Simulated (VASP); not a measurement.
# CO2 (I-42d) in VASP: a series of runs, part 2 of 3

VASP 6.6.1.

## Step 5: Relaxation of cell and atoms, PBE

This run uses another cell than the first one, of 6.22 Å³/atom, 0.794 times its volume.

Input file INCAR:

```
  PREC = Accurate
  ENCUT = 600
  EDIFF = 1E-7
  ISMEAR = 0
  SIGMA = 0.1
  LREAL = False
  LASPH = True
  NELM = 100
  ALGO = Normal
  ISIF = 3
  LWAVE = False
  LCHARG = False
  GGA = PE
  IBRION = 2
  NSW = 100
  EDIFFG = -0.05
```

Input file KPOINTS:

```
Automatic mesh
0
Gamma
  8 8 8
```

Input file POSCAR:

```
CO2
1.0
   -1.7759000000      1.7759000000      2.9592000000
    1.7759000000     -1.7759000000      2.9592000000
    1.7759000000      1.7759000000     -2.9592000000
C O
2 4
Direct
    0.0000000000      0.0000000000      0.0000000000
    0.7500000000      0.2500000000      0.5000000000
    0.3750000000      0.3390000000      0.4640000000
    0.6610000000      0.1250000000      0.0360000000
    0.8750000000      0.9110000000      0.5360000000
    0.0890000000      0.6250000000      0.9640000000
```

Potentials or basis: VASP PAW PBE potentials, release 64 (C, O).

Command:

```bash
$ cat potpaw_PBE.64/C/POTCAR potpaw_PBE.64/O/POTCAR > POTCAR
$ mpirun -np 1 vasp_std > vasp.out
```

OUTCAR:

```text
PREC = Accurate
   ENCUT = 600
   EDIFF = 1E-7
   ISMEAR = 0
   LREAL = False
   LASPH = True
   NELM = 100
   ISIF = 3
   GGA = PE
   IBRION = 2
   NSW = 100
   EDIFFG = -0.05

 ion  position               nearest neighbor table
   1  0.000  0.000  0.000-   5 1.38   4 1.38   3 1.38   6 1.38
   2  0.750  0.250  0.500-   4 1.38   3 1.38   5 1.38   6 1.38
   3  0.375  0.339  0.464-   1 1.38   2 1.38
   4  0.661  0.125  0.036-   2 1.38   1 1.38
   5  0.875  0.911  0.536-   1 1.38   2 1.38
   6  0.089  0.625  0.964-   1 1.38   2 1.38

  LATTYP: Found a body centered tetragonal cell.
 ALAT       =     3.5518000000
 C/A-ratio  =     1.6663100400

  Lattice vectors:

 A1 = (  -1.7759000000,   1.7759000000,   2.9592000000)
 A2 = (   1.7759000000,  -1.7759000000,   2.9592000000)
 A3 = (   1.7759000000,   1.7759000000,  -2.9592000000)

Analysis of symmetry for initial positions (statically):
=====================================================================
 Subroutine PRICEL returns:
 Original cell was already a primitive cell.

 Routine SETGRP: Setting up the symmetry group for a
 body centered tetragonal supercell.

 Subroutine GETGRP returns: Found  8 space group operations
 (whereof  4 operations were pure point group operations)
 out of a pool of 16 trial point group operations.

The static configuration has the point symmetry S_4 .
 The point group associated with its full space group is D_2d.

Analysis of symmetry for dynamics (positions and initial velocities):
=====================================================================
 Subroutine PRICEL returns:
 Original cell was already a primitive cell.

 Routine SETGRP: Setting up the symmetry group for a
 body centered tetragonal supercell.

 Subroutine GETGRP returns: Found  8 space group operations
 (whereof  4 operations were pure point group operations)
 out of a pool of 16 trial point group operations.

The dynamic configuration has the point symmetry S_4 .
 The point group associated with its full space group is D_2d.

 Subroutine INISYM returns: Found  8 space group operations
 (whereof  4 operations are pure point group operations),
 and found     1 'primitive' translations

----------------------------------------------------------------------------------------

                                     Primitive cell

  volume of cell :      37.3311

  direct lattice vectors                    reciprocal lattice vectors
    -1.775900000  1.775900000  2.959200000     0.000000000  0.281547384  0.168964585
     1.775900000 -1.775900000  2.959200000     0.281547384  0.000000000  0.168964585
     1.775900000  1.775900000 -2.959200000     0.281547384  0.281547384  0.000000000

  length of vectors
     3.881302135  3.881302135  3.881302135     0.328356454  0.328356454  0.398168130

  position of ions in fractional coordinates (direct lattice)
     0.000000000  0.000000000  0.000000000
     0.750000000  0.250000000  0.500000000
     0.375000000  0.339000000  0.464000000
     0.661000000  0.125000000  0.036000000
[... 66 lines left out ...]
   number of dos      NEDOS =    301   number of ions     NIONS =      6
   total plane-waves  NPLWV =  32768
   dimension x,y,z NGX =    32 NGY =   32 NGZ =   32
   dimension x,y,z NGXF=    64 NGYF=   64 NGZF=   64
   ions per type =               2   4
   NGX,Y,Z   is equivalent  to a cutoff of  13.71, 13.71, 13.71 a.u.
   NGXF,Y,Z  is equivalent  to a cutoff of  27.41, 27.41, 27.41 a.u.
 SYSTEM =  unknown system
   PREC   = accura    normal or accurate (medium, high low for compatibility)
   ISTART =      0    job   : 0-new  1-cont  2-samecut
   ICHARG =      2    charge: 1-file 2-atom 10-const
   ISPIN  =      1    spin polarized calculation?
   LNONCOLLINEAR =      F non collinear calculations
   LSORBIT =      F    spin-orbit coupling
   LASPH  =      T    aspherical Exc in radial PAW
   ENCUT  =  600.0 eV  44.10 Ry    6.64 a.u.   7.75  7.75  7.75*2*pi/ulx,y,z
   NELM   =    100;   NELMIN=  2; NELMDL= -5     # of ELM steps
   EDIFF  = 0.1E-06   stopping-criterion for ELM
   LREAL  =      F    real-space projection
   EDIFFG = -.5E-01   stopping-criterion for IOM
   NSW    =    100    number of steps for IOM
   IBRION =      2    ionic relax: 0-MD 1-quasi-New 2-CG
   NFREE  =      1    steps in history (QN), initial steepest desc. (CG)
   ISIF   =      3    stress and relaxation
   ISYM   =      2    0-nonsym 1-usesym 2-fastsym
   POTIM  = 0.5000    time-step for ionic-motion
   TEBEG  =    0.0;   TEEND  =   0.0 temperature during run
   PSTRESS=    0.0 pullay stress
   NELECT =      32.0000    total number of electrons
   NUPDOWN=      -1.0000    fix difference up-down
   EMIN   =  10.00;   EMAX   =-10.00  energy-range for DOS
   EFERMI =   0.00;   METHOD = LEGACY
   ISMEAR =     0;   SIGMA  =   0.10  broadening in eV -4-tet -1-fermi 0-gaus
   EFERMI_NEDOS =   21; number of points for ismear=-14 and -15
   IALGO  =     38    algorithm
   IMIX   =      4    mixing-type and parameters
     AMIX     =   0.40;   BMIX     =  1.00
     AMIX_MAG =   1.60;   BMIX_MAG =  1.00
  volume/ion in A,a.u.               =       6.22        41.99
  Fermi-wavevector in a.u.,A,eV,Ry     =   1.555134  2.938776 32.904882  2.418441
  Thomas-Fermi vector in A             =   2.659119
   LORBIT       =      0    0 simple, 1 ext, 2 COOP (PROOUT), +10 PAW based schemes
   GGA     = PE    functional components
   LHFCALC =     F    Hartree Fock is set to
   AEXX    =    0.0000 exact exchange contribution
   IVDW    =     0    specifies the selected vdW correction
   LEPSILON=     F    determine dielectric tensor
   LRPA    =     F    only Hartree local field effects (RPA)
 conjugate gradient relaxation of ions
 non-spin polarized calculation
 Gauss-broadening in eV      SIGMA  =   0.10
  energy-cutoff  :      600.00
  volume of cell :       37.33
 maximum number of plane-waves:      1266
   NGX = 15   NGY = 15   NGZ = 15

--------------------------------------- Ionic step        1  -------------------------------------------

 number of electron      32.0000000 magnetization

 Free energy of the ion-electron system (eV)
  ---------------------------------------------------
  ext. energy  EPLUGINS =         0.00000000
  ---------------------------------------------------
  free energy    TOTEN  =       -42.05152243 eV

  energy without entropy =      -42.05152243  energy(sigma->0) =      -42.05152243

------------------------ aborting loop because EDIFF is reached ----------------------------------------

  FORCE on cell =-STRESS in cart. coord.  units (eV):
  Direction    XX          YY          ZZ          XY          YZ          ZX
  --------------------------------------------------------------------------------------
  -------------------------------------------------------------------------------------
  Total        8.5437441      8.5437441     10.5684580      0.0000000      0.0000000      0.0000000
  in kB      366.6802251    366.6802251    453.5768540      0.0000000      0.0000000      0.0000000
  external PRESSURE =     395.6457681 kB  Pullay stress =       0.0000000 kB
[... 101 lines left out ...]
  FREE ENERGIE OF THE ION-ELECTRON SYSTEM (eV)
  ---------------------------------------------------
  free  energy   TOTEN  =       -42.9519294193 eV

  energy  without entropy=      -42.9519294193  energy(sigma->0) =      -42.95192942

[... ionic steps 4 to 8 ...]

--------------------------------------- Ionic step        9  -------------------------------------------

 number of electron      31.9999999 magnetization

------------------------ aborting loop because EDIFF is reached ----------------------------------------
[... 75 lines left out ...]
--------------------------------------- Ionic step       11  -------------------------------------------

 number of electron      32.0000000 magnetization

 Free energy of the ion-electron system (eV)
  ---------------------------------------------------
  ext. energy  EPLUGINS =         0.00000000
  ---------------------------------------------------
  free energy    TOTEN  =       -43.40575999 eV

  energy without entropy =      -43.40575999  energy(sigma->0) =      -43.40575999

 E-fermi :   2.4847     XC(G=0): -11.0103

 val. band max:        2.0264005718   @ k =   0.5000   0.0000  -0.0000
 cond. band min:       9.6298951805   @ k =   0.0000   0.0000   0.0000
 fundamental gap:      7.6034946087
 Fermi energy:         2.4847138218

 k-point     1 :       0.0000    0.0000    0.0000
  band No.  band energies     occupation
      1     -21.8508      2.00000
      2     -16.8577      2.00000
      3     -16.8577      2.00000
      4     -16.1599      2.00000
      5     -12.4816      2.00000
      6      -7.5361      2.00000
[... 541 lines left out ...]
     19      11.3290      0.00000
     20      11.9823      0.00000

 [... further k-points ...]
[... 5 lines left out ...]
  --------------------------------------------------------------------------------------
  -------------------------------------------------------------------------------------
  Total       -0.2895018     -0.2895018     -0.0640626      0.0000000      0.0000000      0.0000000
  in kB       -9.7786887     -9.7786887     -2.1638856      0.0000000      0.0000000      0.0000000
  external PRESSURE =      -7.2404210 kB  Pullay stress =       0.0000000 kB
[... 21 lines left out ...]
  FREE ENERGIE OF THE ION-ELECTRON SYSTEM (eV)
  ---------------------------------------------------
  free  energy   TOTEN  =       -43.4057599862 eV

  energy  without entropy=      -43.4057599862  energy(sigma->0) =      -43.40575999

 reached required accuracy - stopping structural energy minimisation
```

Run time: 3.6 min. Hardware: 1 thread of Intel Xeon Platinum 8488C (Sapphire Rapids), shared host; peak memory 0.19 GiB.

Results:

- Free energy: -43.4058 eV
- Relaxed volume: 7.91 Å³/atom
- Relaxed cell: a = 4.107 Å, b = 4.107 Å, c = 4.107 Å, α = 121.98°, β = 121.98°, γ = 86.60°
- Space group after relaxing (to 0.05 Å): I-42d (No. 122)
- Energy gained by relaxing: 225.7 meV/atom
- Ionic steps: 11
- Pressure after relaxing: -0.7 GPa
- Largest force after relaxing: 0.016 eV/Å
- Band gap on the k mesh: 7.60 eV, indirect (least direct gap 8.04 eV)

Forces on the atoms (eV/Å):
```
C    0.000  0.000  0.000
C    0.000  0.000  0.000
O   -0.016  0.000  0.000
O    0.000  0.016  0.000
O    0.016  0.000  0.000
O    0.000 -0.016  0.000
```

Step by step:
| step | energy change (eV) | largest force (eV/Å) | pressure (GPa) | volume (Å³) |
| --- | --- | --- | --- | --- |
| 1 | 0.0000 | 1.2824 | 39.56 | 37.33 |
| 2 | -0.8585 | 1.9468 | -14.91 | 46.26 |
| 3 | -0.9004 | 1.8322 | -7.35 | 44.36 |
| 4 | -1.1699 | 0.5048 | 6.38 | 45.29 |
| 5 | -1.1868 | 0.0608 | 3.46 | 45.10 |
| 6 | -1.2723 | 0.0038 | 0.31 | 46.28 |
| 7 | -1.3261 | 0.0798 | -5.48 | 48.68 |
| 8 | -1.3285 | 0.0607 | -4.28 | 48.17 |
| 9 | -1.3395 | 0.4148 | 3.92 | 47.08 |
| 10 | -1.3479 | 0.2210 | 0.56 | 47.51 |
| 11 | -1.3542 | 0.0163 | -0.72 | 47.43 |

Final structure:
```
CELL_PARAMETERS angstrom
-1.99175 1.99175 2.98918
1.99175 -1.99175 2.98918
1.99175 1.99175 -2.98918
ATOMIC_POSITIONS crystal
C 0.00000 0.00000 0.00000
C 0.75000 0.25000 0.50000
O 0.37500 0.28872 0.41372
O 0.71128 0.12500 0.08628
O 0.87500 0.96128 0.58628
O 0.03872 0.62500 0.91372
```

Caveat: the volume moved by over 15 % at a fixed basis, so the end points are rough; the volume moved by +27 % from the deposited cell, more than functionals usually miss; the relaxation stopped at a loose force limit of 0.05 eV/Å, so its end isn't a converged minimum. A k mesh can miss the band edges.

(Continued in part 3 of 3.)
